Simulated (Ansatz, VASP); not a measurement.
## SnTe: VASP beside Ansatz

File INCAR:

```
  ALGO = Normal
  EDIFF = 1E-8
  ENCUT = 520
  GGA = CA
  ISIF = 2
  ISMEAR = -1
  LASPH = T
  LCHARG = F
  LEFG = T
  LREAL = F
  LWAVE = F
  NBANDS = 17
  NELM = 100
  PREC = Accurate
  SIGMA = 0.08
```

KPOINTS

```
k-points
0
Gamma
  11 11 11
```

The input POSCAR:

```
SnTe
1.0
    0.0315650000      3.1722825000      3.1722825000
    3.1722825000      0.0315650000      3.1722825000
    3.1722825000      3.1722825000      0.0315650000
Sn Te
1 1
Direct
    0.0000000000      0.0000000000      0.0000000000
    0.5000000000      0.5000000000      0.5000000000
```

Input for Ansatz:

```yaml
crystal:
  lattice:
    - [0.031565, 3.1722825, 3.1722825]
    - [3.1722825, 0.031565, 3.1722825]
    - [3.1722825, 3.1722825, 0.031565]
  atoms:
    - { symbol: Sn, position: [0.0, 0.0, 0.0] }
    - { symbol: Te, position: [0.5, 0.5, 0.5] }
kpoints:
  mp_grid: { grid: [11, 11, 11] }
scf:
  occupations: { method: fermi_dirac, width: 0.08 }
hamiltonian:
  xc: lda
  pseudopotentials: { kind: all_electron, datasets: crystal }
output:
  forces: true
  stress: true
  eigenvalues: true
  efg: { contact_densities: true }
```

Change from the starting cell: equal xy, yz and zx shear strains of +1 %, crystal datasets.

Alike in both runs: task electric field gradients; functional LDA; k mesh 11 × 11 × 11; occupations fermi-dirac, width 0.08 eV; no spin polarisation.

```csv
,VASP,Ansatz
version,VASP 6.6.1,Ansatz 0.2.0
potentials or method,"VASP PAW LDA potentials, release 64 (Sn_d, Te), cutoff 520 eV","all-electron PAW with datasets made for the crystal, scalar-relativistic"
```

VASP gave:

```
pressure (GPa)                                                : -1.7
traceless stress, the component that is largest in VASP (GPa) : -0.17
size of Vzz on the site where it differs most (V/Å²)          : 11.6
```

Q: Estimate Ansatz's values.

A: Pressure (GPa): -1.7; traceless stress, the component that is largest in VASP (GPa): -0.17; size of Vzz on the site where it differs most (V/Å²): 11.9.

LDA's correlation is that of Perdew and Zunger in VASP and of Perdew and Wang (1992) in Ansatz. Ansatz ran all-electron here, and VASP with PAW potentials.

Spin-orbit coupling is off throughout.
